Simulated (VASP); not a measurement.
A run of VASP 6.6.1 is set up as follows.

File POSCAR:

```
MnS
1.0
    0.0000000000     -2.7950000000     -2.7950000000
   -5.5900000000     -2.7950000000     -2.7950000000
    0.0000000000      2.7950000000     -2.7950000000
Mn S
2 2
Direct
    0.0000000000      0.0000000000      0.0000000000
    0.0000000000      0.5000000000      0.5000000000
    0.2500000000      0.7500000000      0.5000000000
    0.2500000000      0.2500000000      0.0000000000
```

File INCAR.step1:

```
SYSTEM = MnS
PREC = Accurate
ENCUT = 520
ISMEAR = -1
SIGMA = 0.03
LREAL = .FALSE.
LASPH = .TRUE.
NELM = 100
ISYM = 0
NBANDS = 27
GGA = PE
ALGO = Normal
EDIFF = 1E-4
LWAVE = .TRUE.
LCHARG = .FALSE.
```

The input INCAR.step2:

```
SYSTEM = MnS
PREC = Accurate
ENCUT = 520
EDIFF = 1E-6
ISMEAR = -1
SIGMA = 0.03
LREAL = .FALSE.
LASPH = .TRUE.
NELM = 100
ALGO = Normal
ISIF = 2
LWAVE = .FALSE.
LCHARG = .TRUE.
METAGGA = R2SCAN
LMIXTAU = .TRUE.
LELF = .TRUE.
LVHAR = .TRUE.
ISYM = 0
NBANDS = 27
ISTART = 1
```

The input KPOINTS:

```
Automatic mesh
0
G
  7 4 6
  0 0 0
```

Potentials or basis: VASP PAW PBE potentials, release 64 (Mn_pv, S).

The run is started by

```console
$ cat potpaw_PBE.64/Mn_pv/POTCAR potpaw_PBE.64/S/POTCAR > POTCAR
$ cp INCAR.step1 INCAR
$ mpirun -np 1 vasp_std > vasp.out
$ cp INCAR.step2 INCAR
$ mpirun -np 1 vasp_std > vasp.out
```

Problem. Predict the pressure.

Solution. -21.6 GPa.

Problem. Predict the band gap on the k mesh.

Solution. Zero (band 19 reaches 5.01 eV, above the bottom of band 20 at 3.42 eV).

Caveat: the PAW data sets were made with another functional, which shifts forces and pressure a little; the run has no spin polarisation, though such a crystal can be magnetic; semilocal functionals often make such compounds metallic where correlation or magnetic order opens a gap, which also shifts bond lengths. Spin polarisation is off, so any magnetic state and its effect on volume and gap are missing.
